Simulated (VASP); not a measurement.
# Ag (C2/m) in VASP: single point with PBEsol

Aim: the single point of Ag with PBEsol.

Program: VASP 6.6.1. These are calculated values, not measurements. Logs are shortened: lines on timing, memory, paths and dates and some standing lists are left out, and cuts for length are marked.

## 1. The cell of the first run

The typed cell holds 6 atoms: a = 4.954 Å, b = 4.962 Å, c = 4.972 Å, α = 80.44°, β = 70.57°, γ = 60.05°.

## 2. Single point, PBEsol

INCAR

```
SYSTEM = Ag
PREC     = Accurate       ! precision mode
ENCUT    = 520            ! plane-wave cutoff, eV
EDIFF    = 1E-6           ! SCF threshold, eV
ISMEAR   = 0              ! smearing method
SIGMA    = 0.1            ! smearing width, eV
LREAL    = .FALSE.        ! projectors in reciprocal space
LASPH    = .TRUE.         ! aspherical terms in the spheres
NELM     = 80             ! most SCF steps
ALGO     = Fast           ! electronic algorithm
ISIF     = 2              ! what is computed and relaxed
LWAVE    = .FALSE.        ! write WAVECAR
LCHARG   = .FALSE.        ! write CHGCAR
GGA      = PS             ! functional
NBANDS   = 42             ! bands
```

KPOINTS

```
regular mesh
0
G
  10 10 8
  0 0 0
```

POSCAR

```
Ag
1.0
    4.0461940925     -2.0217746073      2.0217746073
    2.0230970462     -4.0507946028     -2.0290199955
    4.0569439432      2.0325244580     -2.0325244581
Ag
6
Direct
    0.1666666667      0.6666666667      0.5000000000
    0.6666666667      0.6666666667      0.0000000000
    0.8333333333      0.3333333333      0.5000000000
    0.3333333333      0.3333333333      0.0000000000
    0.5000000000      0.0000000000      0.5000000000
    0.0000000000      0.0000000000      0.0000000000
```

Potentials or basis: VASP PAW PBE potentials, release 64 (Ag).

Launch:

```bash
$ cat potpaw_PBE.64/Ag/POTCAR > POTCAR
$ mpirun -np 1 vasp_std > vasp.out
```

OUTCAR:

```text
SYSTEM = Ag
   PREC = Accurate
   ENCUT = 520
   EDIFF = 1E-6
   ISMEAR = 0
   LREAL = .FALSE.
   LASPH = .TRUE.
   NELM = 80
   ISIF = 2
   GGA = PS

 ion  position               nearest neighbor table
   1  0.167  0.667  0.500-   5 2.86   3 2.86   5 2.86   3 2.86   3 2.87   5 2.87   2 2.87   2 2.87
                             6 2.87   6 2.87   4 2.87   4 2.87
   2  0.667  0.667  0.000-   6 2.86   4 2.86   6 2.86   4 2.86   4 2.87   6 2.87   1 2.87   1 2.87
                             5 2.87   5 2.87   3 2.87   3 2.87
   3  0.833  0.333  0.500-   5 2.86   1 2.86   5 2.86   1 2.86   1 2.87   5 2.87   4 2.87   4 2.87
                             6 2.87   6 2.87   2 2.87   2 2.87
   4  0.333  0.333  0.000-   6 2.86   2 2.86   6 2.86   2 2.86   2 2.87   6 2.87   3 2.87   3 2.87
                             5 2.87   5 2.87   1 2.87   1 2.87
   5  0.500  0.000  0.500-   1 2.86   3 2.86   1 2.86   3 2.86   3 2.87   1 2.87   6 2.87   6 2.87
                             4 2.87   2 2.87   2 2.87   4 2.87
   6  0.000  0.000  0.000-   2 2.86   4 2.86   2 2.86   4 2.86   4 2.87   2 2.87   5 2.87   5 2.87
                             3 2.87   1 2.87   1 2.87   3 2.87

  LATTYP: Found a base centered monoclinic cell.
 ALAT       =     4.9544759319
 B/A-ratio  =     1.7354320376
 C/A-ratio  =     1.0035435432
 COS(beta)  =    -0.3327365291

  Lattice vectors:

 A1 = (  -2.0230970463,  -2.0290199955,  -4.0507946028)
 A2 = (  -2.0230970462,   4.0507946028,   2.0290199955)
 A3 = (   4.0569439432,   2.0325244580,  -2.0325244581)

Analysis of symmetry for initial positions (statically):
=====================================================================
 Subroutine PRICEL returns following result:

  LATTYP: Found a base centered monoclinic cell.
 ALAT       =     4.9544759334
 B/A-ratio  =     0.5784773456
 C/A-ratio  =     0.5786338333
 COS(beta)  =    -0.5755664174

  Lattice vectors:

 A1 = (  -2.0230970466,   2.0241897371,   0.0024151294)
 A2 = (  -2.0230970471,  -0.0024151286,  -2.0241897367)
 A3 = (  -0.0053749247,  -2.0271495333,   2.0271495327)

   6 primitive cells build up your supercell.

 Routine SETGRP: Setting up the symmetry group for a
 base centered monoclinic supercell.

 Subroutine GETGRP returns: Found  4 space group operations
 (whereof  4 operations were pure point group operations)
 out of a pool of  4 trial point group operations.

The static configuration has the point symmetry C_2h.

Analysis of symmetry for dynamics (positions and initial velocities):
=====================================================================
 Subroutine PRICEL returns following result:

  LATTYP: Found a base centered monoclinic cell.
 ALAT       =     4.9544759334
 B/A-ratio  =     0.5784773456
 C/A-ratio  =     0.5786338333
 COS(beta)  =    -0.5755664174

  Lattice vectors:

 A1 = (  -2.0230970466,   2.0241897371,   0.0024151294)
 A2 = (  -2.0230970471,  -0.0024151286,  -2.0241897367)
 A3 = (  -0.0053749247,  -2.0271495333,   2.0271495327)

   6 primitive cells build up your supercell.

 Routine SETGRP: Setting up the symmetry group for a
 base centered monoclinic supercell.

 Subroutine GETGRP returns: Found  4 space group operations
 (whereof  4 operations were pure point group operations)
 out of a pool of  4 trial point group operations.

The dynamic configuration has the point symmetry C_2h.

 Subroutine INISYM returns: Found  4 space group operations
 (whereof  4 operations are pure point group operations),
 and found     6 'primitive' translations

----------------------------------------------------------------------------------------

                                     Primitive cell

  volume of cell :      16.6447

  direct lattice vectors                    reciprocal lattice vectors
    -2.023097047  2.024189737  0.002415129    -0.246818828  0.247045266  0.246390833
    -2.023097047 -0.002415129 -2.024189737    -0.246818828 -0.246390833 -0.247045266
    -0.005374925 -2.027149533  2.027149533    -0.246164396 -0.246325411  0.246325411

  length of vectors
     2.861865054  2.861865054  2.866827401     0.427386640  0.427386640  0.426555185

  position of ions in fractional coordinates (direct lattice)
     1.000000000  1.000000000  0.000000000

  ion indices of the primitive-cell ions
   primitive index   ion index
                 1           1

----------------------------------------------------------------------------------------

 KPOINTS: regular mesh

Automatic generation of k-mesh.
 Grid dimensions read from file:
 generate k-points for:   10   10    8

 Generating k-lattice:

  Cartesian coordinates                     Fractional coordinates (reciprocal lattice)
     0.012373663 -0.004125057  0.020572927     0.100000000  0.000000000  0.000000000
    -0.000000000 -0.016447870 -0.016447870     0.000000000  0.100000000  0.000000000
     0.015385275  0.015395338 -0.015395338     0.000000000  0.000000000  0.125000000

  Length of vectors
     0.024359166  0.023260801  0.026659699

  Shift w.r.t. Gamma in fractional coordinates (k-lattice)
     0.000000000  0.000000000  0.000000000

 Subroutine IBZKPT returns following result:
 ===========================================

 Found    227 irreducible k-points:

 Following reciprocal coordinates:
            Coordinates               Weight
  0.000000  0.000000  0.000000      1.000000
  0.100000  0.000000  0.000000      4.000000
  0.200000  0.000000  0.000000      4.000000
  0.300000  0.000000  0.000000      4.000000
  0.400000  0.000000  0.000000      4.000000
  0.500000  0.000000  0.000000      2.000000
[... 16 lines left out ...]
  0.000000  0.300000 -0.000000      2.000000
 -0.400000  0.300000 -0.000000      2.000000
 [... further k-points ...]
   k-points           NKPTS =    227   k-points in BZ     NKDIM =    227   number of bands    NBANDS=     42
   number of dos      NEDOS =    301   number of ions     NIONS =      6
   total plane-waves  NPLWV =  64000
   dimension x,y,z NGX =    40 NGY =   40 NGZ =   40
   dimension x,y,z NGXF=    80 NGYF=   80 NGZF=   80
   ions per type =               6
   NGX,Y,Z   is equivalent  to a cutoff of  13.42, 13.40, 13.37 a.u.
   NGXF,Y,Z  is equivalent  to a cutoff of  26.84, 26.80, 26.75 a.u.
 SYSTEM =  Ag
   PREC   = accura    normal or accurate (medium, high low for compatibility)
   ISTART =      0    job   : 0-new  1-cont  2-samecut
   ICHARG =      2    charge: 1-file 2-atom 10-const
   ISPIN  =      1    spin polarized calculation?
   LNONCOLLINEAR =      F non collinear calculations
   LSORBIT =      F    spin-orbit coupling
   LASPH  =      T    aspherical Exc in radial PAW
   ENCUT  =  520.0 eV  38.22 Ry    6.18 a.u.   9.21  9.23  9.24*2*pi/ulx,y,z
   NELM   =     80;   NELMIN=  2; NELMDL= -5     # of ELM steps
   EDIFF  = 0.1E-05   stopping-criterion for ELM
   LREAL  =      F    real-space projection
   EDIFFG = 0.1E-04   stopping-criterion for IOM
   NSW    =      0    number of steps for IOM
   IBRION =     -1    ionic relax: 0-MD 1-quasi-New 2-CG
   NFREE  =      0    steps in history (QN), initial steepest desc. (CG)
   ISIF   =      2    stress and relaxation
   ISYM   =      2    0-nonsym 1-usesym 2-fastsym
   POTIM  = 0.5000    time-step for ionic-motion
   TEBEG  =    0.0;   TEEND  =   0.0 temperature during run
   PSTRESS=    0.0 pullay stress
   NELECT =      66.0000    total number of electrons
   NUPDOWN=      -1.0000    fix difference up-down
   EMIN   =  10.00;   EMAX   =-10.00  energy-range for DOS
   EFERMI =   0.00;   METHOD = LEGACY
   ISMEAR =     0;   SIGMA  =   0.10  broadening in eV -4-tet -1-fermi 0-gaus
   EFERMI_NEDOS =   21; number of points for ismear=-14 and -15
   IALGO  =     68    algorithm
   IMIX   =      4    mixing-type and parameters
     AMIX     =   0.40;   BMIX     =  1.00
     AMIX_MAG =   1.60;   BMIX_MAG =  1.00
  volume/ion in A,a.u.               =      16.64       112.32
  Fermi-wavevector in a.u.,A,eV,Ry     =   1.425980  2.694712 27.666357  2.033420
  Thomas-Fermi vector in A             =   2.546306
   LORBIT       =      0    0 simple, 1 ext, 2 COOP (PROOUT), +10 PAW based schemes
   GGA     = PS    functional components
   LHFCALC =     F    Hartree Fock is set to
   AEXX    =    0.0000 exact exchange contribution
   IVDW    =     0    specifies the selected vdW correction
   LEPSILON=     F    determine dielectric tensor
   LRPA    =     F    only Hartree local field effects (RPA)
 non-spin polarized calculation
 RMM-DIIS sequential band-by-band and
 Gauss-broadening in eV      SIGMA  =   0.10
  energy-cutoff  :      520.00
  volume of cell :       99.87
 maximum number of plane-waves:      2708
 NGX is ok and might be reduce to    40
   NGX = 19   NGY = 19   NGZ = 19

 number of electron      66.0000010 magnetization

 Free energy of the ion-electron system (eV)
  ---------------------------------------------------
  ext. energy  EPLUGINS =         0.00000000
  ---------------------------------------------------
  free energy    TOTEN  =       -19.86164116 eV

  energy without entropy =      -19.85583207  energy(sigma->0) =      -19.85873662

 E-fermi :   8.5960     XC(G=0): -12.5565

 val. band max:        8.5869299882   @ k =   0.1000   0.5000   0.3750
 cond. band min:       8.5989593868   @ k =   0.0000   0.4000   0.1250
 fundamental gap:      0.0120293986
 Fermi energy:         8.5959765850

 k-point     1 :       0.0000    0.0000    0.0000
  band No.  band energies     occupation
      1       0.5600      2.00000
      2       2.0223      2.00000
      3       2.6949      2.00000
      4       2.6949      2.00000
      5       3.0036      2.00000
      6       3.0036      2.00000
[... 34 lines left out ...]
     41      14.4651      0.00000
     42      16.2265      0.00000

 k-point     2 :       0.1000    0.0000    0.0000
  band No.  band energies     occupation
      1       0.6641      2.00000
      2       2.0860      2.00000
      3       2.6274      2.00000
      4       2.8314      2.00000
      5       2.9105      2.00000
      6       2.9238      2.00000
[... 34 lines left out ...]
     41      14.7001      0.00000
     42      16.4528      0.00000

 k-point     3 :       0.2000    0.0000    0.0000
  band No.  band energies     occupation
      1       0.9667      2.00000
      2       2.2650      2.00000
      3       2.6413      2.00000
      4       2.8097      2.00000
      5       2.8713      2.00000
      6       2.9777      2.00000
[... 34 lines left out ...]
     41      16.4847      0.00000
     42      16.9805      0.00000

 k-point     4 :       0.3000    0.0000    0.0000
  band No.  band energies     occupation
      1       1.4336      2.00000
      2       2.5231      2.00000
      3       2.7197      2.00000
      4       2.7334      2.00000
      5       2.7521      2.00000
      6       2.8170      2.00000
[... 844 lines left out ...]
     41      16.2191      0.00000
     42      16.4712      0.00000

 k-point    23 :       0.0000    0.3000   -0.0000
  band No.  band energies     occupation
      1       1.3628      2.00000
      2       2.1516      2.00000
      3       2.2604      2.00000
      4       2.3482      2.00000
      5       2.5054      2.00000
      6       2.7789      2.00000
[... 34 lines left out ...]
     41      15.9917      0.00000
     42      17.1048      0.00000

 k-point    24 :      -0.4000    0.3000   -0.0000
  band No.  band energies     occupation
      1       2.1357      2.00000
      2       2.4156      2.00000
      3       2.5810      2.00000
      4       2.5810      2.00000
      5       2.7012      2.00000
      6       2.7012      2.00000
[... 34 lines left out ...]
     41      16.4265      0.00000
     42      17.9717      0.00000

 [... further k-points ...]

------------------------ aborting loop because EDIFF is reached ----------------------------------------

  FORCE on cell =-STRESS in cart. coord.  units (eV):
  Direction    XX          YY          ZZ          XY          YZ          ZX
  --------------------------------------------------------------------------------------
  -------------------------------------------------------------------------------------
  Total       -0.1226257     -0.1044202     -0.1044202     -0.0054257     -0.0007049      0.0054257
  in kB       -1.9672713     -1.6752017     -1.6752017     -0.0870436     -0.0113084      0.0870444
  external PRESSURE =      -1.7725583 kB  Pullay stress =       0.0000000 kB

 VOLUME and BASIS-vectors are now :
 -----------------------------------------------------------------------------
  energy-cutoff  :      520.00
  volume of cell :       99.87
      direct lattice vectors                 reciprocal lattice vectors
     4.046194093 -2.021774607  2.021774607     0.123736630 -0.041250572  0.205729272
     2.023097046 -4.050794603 -2.029019996    -0.000000000 -0.164478700 -0.164478700
     4.056943943  2.032524458 -2.032524458     0.123082198  0.123162706 -0.123162706

 POSITION                                       TOTAL-FORCE (eV/Angst)
 -----------------------------------------------------------------------------------
      4.05157     -2.02123     -2.03198        -0.000000      0.000000     -0.000000
      4.04619     -4.04838     -0.00483         0.000000     -0.000000     -0.000000
      6.07467     -2.01881     -0.00779        -0.000000     -0.000000      0.000000
      2.02310     -2.02419     -0.00242        -0.000000     -0.000000      0.000000
      4.05157      0.00537     -0.00537        -0.000000     -0.000000     -0.000000
      0.00000      0.00000      0.00000         0.000000      0.000000      0.000000
 -----------------------------------------------------------------------------------
    total drift:                               -0.000000     -0.000000     -0.000000

  FREE ENERGIE OF THE ION-ELECTRON SYSTEM (eV)
  ---------------------------------------------------
  free  energy   TOTEN  =       -19.8616411612 eV

  energy  without entropy=      -19.8558320739  energy(sigma->0) =      -19.85873662
```

Run time: 19 min. Hardware: 1 thread of Intel Xeon Platinum 8375C at 2.90GHz (Ice Lake), shared host; peak memory 0.72 GiB.

What came out:

```yaml
Free_energy: -19.8616 eV
Pressure: -0.2 GPa
Band_gap_on_the_k_mesh: zero (bands 33 and 34 overlap by 5.19 eV)
```

Caveat: the PAW data sets were made with another functional, which shifts forces and pressure a little.
